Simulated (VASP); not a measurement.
# MgO (Fm-3m) in VASP: further runs, part 2 of 2

VASP 6.6.1. Earlier steps stand in the parts before.

## 6. Single point, PBE

INCAR

```
SYSTEM = MgO
PREC = Accurate
ENCUT = 520
EDIFF = 1E-6
ISMEAR = -1
SIGMA = 0.01
LREAL = .False.
LASPH = .True.
NELM = 60
ALGO = Normal
ISIF = 2
LWAVE = .False.
LCHARG = .False.
GGA = PE
NBANDS = 11
```

KPOINTS

```
Automatic mesh
0
Gamma
  15 15 15
  0 0 0
```

POSCAR

```
MgO
1.0
    0.0000000000      2.1351500000      2.1351500000
    2.1351500000      0.0000000000      2.1351500000
    2.1351500000      2.1351500000      0.0000000000
Mg O
1 1
Direct
    0.0000000000      0.0000000000      0.0000000000
    0.5000000000      0.5000000000      0.5000000000
```

Potentials or basis: VASP PAW PBE potentials, release 64 (Mg, O).

Launch:

```bash
> cat potpaw_PBE.64/Mg/POTCAR potpaw_PBE.64/O/POTCAR > POTCAR
> mpirun -np 1 vasp_std > vasp.out
```

OUTCAR:

```text
SYSTEM = MgO
   PREC = Accurate
   ENCUT = 520
   EDIFF = 1E-6
   ISMEAR = -1
   LREAL = .False.
   LASPH = .True.
   NELM = 60
   ISIF = 2
   GGA = PE

 ion  position               nearest neighbor table
   1  0.000  0.000  0.000-   2 2.14   2 2.14   2 2.14   2 2.14   2 2.14   2 2.14
   2  0.500  0.500  0.500-   1 2.14   1 2.14   1 2.14   1 2.14   1 2.14   1 2.14

  LATTYP: Found a face centered cubic cell.
 ALAT       =     4.2703000000

  Lattice vectors:

 A1 = (   0.0000000000,   2.1351500000,   2.1351500000)
 A2 = (   2.1351500000,   0.0000000000,   2.1351500000)
 A3 = (   2.1351500000,   2.1351500000,   0.0000000000)

Analysis of symmetry for initial positions (statically):
=====================================================================
 Subroutine PRICEL returns:
 Original cell was already a primitive cell.

 Routine SETGRP: Setting up the symmetry group for a
 face centered cubic supercell.

 Subroutine GETGRP returns: Found 48 space group operations
 (whereof 48 operations were pure point group operations)
 out of a pool of 48 trial point group operations.

The static configuration has the point symmetry O_h .

Analysis of symmetry for dynamics (positions and initial velocities):
=====================================================================
 Subroutine PRICEL returns:
 Original cell was already a primitive cell.

 Routine SETGRP: Setting up the symmetry group for a
 face centered cubic supercell.

 Subroutine GETGRP returns: Found 48 space group operations
 (whereof 48 operations were pure point group operations)
 out of a pool of 48 trial point group operations.

The dynamic configuration has the point symmetry O_h .

 Subroutine INISYM returns: Found 48 space group operations
 (whereof 48 operations are pure point group operations),
 and found     1 'primitive' translations

----------------------------------------------------------------------------------------
[... 113 lines left out ...]
     AMIX_MAG =   1.60;   BMIX_MAG =  1.00
  volume/ion in A,a.u.               =       9.73        65.69
  Fermi-wavevector in a.u.,A,eV,Ry     =   1.217119  2.300022 20.155386  1.481379
  Thomas-Fermi vector in A             =   2.352450
   LORBIT       =      0    0 simple, 1 ext, 2 COOP (PROOUT), +10 PAW based schemes
   GGA     = PE    functional components
   LHFCALC =     F    Hartree Fock is set to
   AEXX    =    0.0000 exact exchange contribution
   IVDW    =     0    specifies the selected vdW correction
   LEPSILON=     F    determine dielectric tensor
   LRPA    =     F    only Hartree local field effects (RPA)
 non-spin polarized calculation
  energy-cutoff  :      520.00
  volume of cell :       19.47
 maximum number of plane-waves:       534
   NGX = 11   NGY = 11   NGZ = 11

 number of electron       8.0000002 magnetization

 Free energy of the ion-electron system (eV)
  ---------------------------------------------------
  ext. energy  EPLUGINS =         0.00000000
  ---------------------------------------------------
  free energy    TOTEN  =       -11.90974328 eV

  energy without entropy =      -11.90974328  energy(sigma->0) =      -11.90974328

 E-fermi :   3.0886     XC(G=0): -10.8852

 val. band max:        2.8846957852   @ k =   0.0000   0.0000   0.0000
 cond. band min:       7.2204870619   @ k =   0.0000   0.0000   0.0000
 fundamental gap:      4.3357912767
 Fermi energy:         3.0885740310

 k-point     1 :       0.0000    0.0000    0.0000
  band No.  band energies     occupation
      1     -14.1728      2.00000
      2       2.8847      2.00000
      3       2.8847      2.00000
      4       2.8847      2.00000
      5       7.2205      0.00000
      6      18.4503      0.00000
      7      18.4503      0.00000
      8      18.4503      0.00000
      9      22.2600      0.00000
     10      23.9870      0.00000
     11      23.9870      0.00000
[... 309 lines left out ...]
 k-point    24 :       0.2000    0.1333    0.0000
  band No.  band energies     occupation
      1     -13.8043      2.00000
      2       1.1995      2.00000
      3       2.5126      2.00000
      4       2.5192      2.00000
      5       9.2106      0.00000
      6      15.4037      0.00000
      7      19.1050      0.00000
      8      19.2164      0.00000
      9      20.3017      0.00000
     10      24.5129      0.00000
     11      26.5426      0.00000

 [... further k-points ...]
[... 5 lines left out ...]
  --------------------------------------------------------------------------------------
  -------------------------------------------------------------------------------------
  Total       -0.2967691     -0.2967691     -0.2967691     -0.0000000      0.0000000      0.0000000
  in kB      -24.4238447    -24.4238447    -24.4238447     -0.0000000      0.0000000      0.0000000
  external PRESSURE =     -24.4238447 kB  Pullay stress =       0.0000000 kB

 VOLUME and BASIS-vectors are now :
 -----------------------------------------------------------------------------
  energy-cutoff  :      520.00
  volume of cell :       19.47
      direct lattice vectors                 reciprocal lattice vectors
     0.000000000  2.135150000  2.135150000    -0.234175585  0.234175585  0.234175585
     2.135150000  0.000000000  2.135150000     0.234175585 -0.234175585  0.234175585
     2.135150000  2.135150000  0.000000000     0.234175585  0.234175585 -0.234175585

 POSITION                                       TOTAL-FORCE (eV/Angst)
 -----------------------------------------------------------------------------------
      0.00000      0.00000      0.00000         0.000000      0.000000     -0.000000
      2.13515      2.13515      2.13515        -0.000000     -0.000000      0.000000
 -----------------------------------------------------------------------------------
    total drift:                               -0.000000     -0.000000      0.000000

  FREE ENERGIE OF THE ION-ELECTRON SYSTEM (eV)
  ---------------------------------------------------
  free  energy   TOTEN  =       -11.9097432847 eV

  energy  without entropy=      -11.9097432847  energy(sigma->0) =      -11.90974328
```

OSZICAR:

```text
N       E                     dE             d eps       ncg     rms          rms(c)
DAV:   1     0.140029562561E+02    0.14003E+02   -0.45798E+03  3032   0.644E+02
DAV:   2    -0.128244588120E+02   -0.26827E+02   -0.25771E+02  3084   0.134E+02
DAV:   3    -0.134642388448E+02   -0.63978E+00   -0.63921E+00  3169   0.178E+01
DAV:   4    -0.134658686049E+02   -0.16298E-02   -0.16297E-02  2922   0.103E+00
DAV:   5    -0.134658741204E+02   -0.55155E-05   -0.55155E-05  3093   0.583E-02    0.719E+00
DAV:   6    -0.119299322347E+02    0.15359E+01   -0.91048E+00  2754   0.163E+01    0.229E+00
DAV:   7    -0.119159734269E+02    0.13959E-01   -0.66518E-02  2904   0.220E+00    0.135E+00
DAV:   8    -0.119102215333E+02    0.57519E-02   -0.31125E-02  2775   0.196E+00    0.258E-01
DAV:   9    -0.119097673732E+02    0.45416E-03   -0.69005E-04  3051   0.182E-01    0.142E-01
DAV:  10    -0.119097410026E+02    0.26371E-04   -0.55848E-04  2913   0.175E-01    0.837E-03
DAV:  11    -0.119097434370E+02   -0.24344E-05   -0.33730E-06  3048   0.145E-02    0.612E-03
DAV:  12    -0.119097432847E+02    0.15229E-06   -0.72472E-07  1641   0.630E-03
   1 F= -.11909743E+02 E0= -.11909743E+02  d E =-.741669E-12
```

Wall time 14 s (1 thread of Intel Xeon Platinum 8488C (Sapphire Rapids), shared host); peak memory 0.16 GiB.

Results:

```yaml
Free_energy: -11.9097 eV
Pressure: -2.4 GPa
Band_gap_on_the_k_mesh: 4.34 eV, direct
```

## 7. Overview

| k mesh | gap on the mesh (eV) | pressure (GPa) |
| --- | --- | --- |
| 3 × 3 × 3 | 4.29 | -2.0 |
| 6 × 6 × 6 | 4.34 | -2.4 |
| 8 × 8 × 8 | 4.34 | -2.4 |
| 15 × 15 × 15 | 4.34 | -2.4 |

Alike in all rows: task single point; level PBE; potentials or basis VASP PAW PBE potentials, release 64 (Mg, O); no spin polarisation; cell as given; cutoff (eV) 520; smearing fermi-dirac 0.01 eV.

Caveats: some runs use coarse meshes.

Absolute energies hang on the potentials; compare differences alone.

## 8. Comparison with measurements

Step 4. Measured gap of MgO: 7.83 eV (quoted in “Electronic structure of alkaline earth and post-transition metal oxides”, 2009, arxiv:0908.1581). This calculation gives 4.34 eV (-3.49 eV). The value is that of PBE, without temperature or zero-point motion. Semilocal functionals fall short of measured gaps as a rule.

Step 5. Against the measured gap of MgO, 7.83 eV (quoted in “Electronic structure of alkaline earth and post-transition metal oxides”, 2009, arxiv:0908.1581), the calculated 4.34 eV is off by -3.49 eV. The value is that of PBE on a finite k mesh, which can miss the band edges, without temperature or zero-point motion. Semilocal functionals fall short of measured gaps as a rule.

Step 6. Against the measured gap of MgO, 7.83 eV (quoted in “Electronic structure of alkaline earth and post-transition metal oxides”, 2009, arxiv:0908.1581), the calculated 4.34 eV is off by -3.49 eV. The value is that of PBE on a finite k mesh, which can miss the band edges, without temperature or zero-point motion. Semilocal functionals fall short of measured gaps as a rule.
